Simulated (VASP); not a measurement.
# GaSb (zincblende type) (F-43m) in VASP: further runs, part 2 of 2

VASP 6.6.1. The steps go on from the part before.

### 4 Single point, LDA

This run uses another cell than the first one, of 27.68 Å³/atom, 1.064 times its volume.

Contents of INCAR:

```
SYSTEM = GaSb
PREC     = Accurate       ! precision mode
ENCUT    = 520            ! plane-wave cutoff, eV
EDIFF    = 1E-6           ! SCF threshold, eV
ISMEAR   = -1             ! smearing method
SIGMA    = 0.1            ! smearing width, eV
LREAL    = .False.        ! projectors in reciprocal space
LASPH    = .True.         ! aspherical terms in the spheres
NELM     = 100            ! most SCF steps
ALGO     = Normal         ! electronic algorithm
ISIF     = 2              ! what is computed and relaxed
LWAVE    = .False.        ! write WAVECAR
LCHARG   = .False.        ! write CHGCAR
NBANDS   = 16             ! bands
```

Contents of KPOINTS:

```
regular mesh
0
Gamma
  11 11 11
  0 0 0
```

Contents of POSCAR:

```
GaSb
1.0
    0.0000000000      3.0249698700      3.0249698700
    3.0249698700      0.0000000000      3.0249698700
    3.0249698700      3.0249698700      0.0000000000
Ga Sb
1 1
Direct
    0.0000000000      0.0000000000      0.0000000000
    0.2500000000      0.2500000000      0.2500000000
```

Potentials or basis: VASP PAW LDA potentials, release 64 (Ga_d, Sb).

On the command line:

```sh
> cat potpaw_LDA.64/Ga_d/POTCAR potpaw_LDA.64/Sb/POTCAR > POTCAR
> mpirun -np 1 vasp_std > vasp.out
```

OUTCAR:

```text
SYSTEM = GaSb
   PREC = Accurate
   ENCUT = 520
   EDIFF = 1E-6
   ISMEAR = -1
   LREAL = .False.
   LASPH = .True.
   NELM = 100
   ISIF = 2

 ion  position               nearest neighbor table
   1  0.000  0.000  0.000-   2 2.62   2 2.62   2 2.62   2 2.62
   2  0.250  0.250  0.250-   1 2.62   1 2.62   1 2.62   1 2.62

  LATTYP: Found a face centered cubic cell.
 ALAT       =     6.0499397400

  Lattice vectors:

 A1 = (   0.0000000000,   3.0249698700,   3.0249698700)
 A2 = (   3.0249698700,   0.0000000000,   3.0249698700)
[... 624 lines left out ...]
      4     -10.1295      2.00000
      5     -10.1273      2.00000
      6      -5.8288      2.00000
[... 8 lines left out ...]
     15      13.6039      0.00000
     16      13.8901      0.00000

 [... further k-points ...]
[... 5 lines left out ...]
  --------------------------------------------------------------------------------------
  -------------------------------------------------------------------------------------
  Total        0.0624730      0.0624730      0.0624730     -0.0000000      0.0000000     -0.0000000
  in kB        1.8080460      1.8080460      1.8080460     -0.0000000      0.0000000     -0.0000000
  external PRESSURE =       1.8080460 kB  Pullay stress =       0.0000000 kB

 VOLUME and BASIS-vectors are now :
 -----------------------------------------------------------------------------
  energy-cutoff  :      520.00
  volume of cell :       55.36
      direct lattice vectors                 reciprocal lattice vectors
     0.000000000  3.024969870  3.024969870    -0.165290903  0.165290903  0.165290903
     3.024969870  0.000000000  3.024969870     0.165290903 -0.165290903  0.165290903
     3.024969870  3.024969870  0.000000000     0.165290903  0.165290903 -0.165290903

 POSITION                                       TOTAL-FORCE (eV/Angst)
 -----------------------------------------------------------------------------------
      0.00000      0.00000      0.00000         0.000000      0.000000     -0.000000
      1.51248      1.51248      1.51248        -0.000000     -0.000000      0.000000
 -----------------------------------------------------------------------------------
    total drift:                                0.000000      0.000000      0.000001

  FREE ENERGIE OF THE ION-ELECTRON SYSTEM (eV)
  ---------------------------------------------------
  free  energy   TOTEN  =        -8.6738313474 eV

  energy  without entropy=       -8.6720349953  energy(sigma->0) =       -8.67293317
```

It took 29 s on 1 thread of Intel Xeon 6975P-C, shared host; peak memory 0.19 GiB.

Results:

```yaml
Free_energy: -8.6738 eV
Pressure: 0.2 GPa
```

Levels at points of the mesh, in eV from the Fermi level:
```csv
k point,band 7,band 8,band 9,band 10,band 11,band 12
"(0.00, 0.00, 0.00)",-0.16,-0.16,-0.16,-0.05,2.58,2.58
```

Caveat: spin-orbit coupling is left out, which moves the levels of the heavy elements.
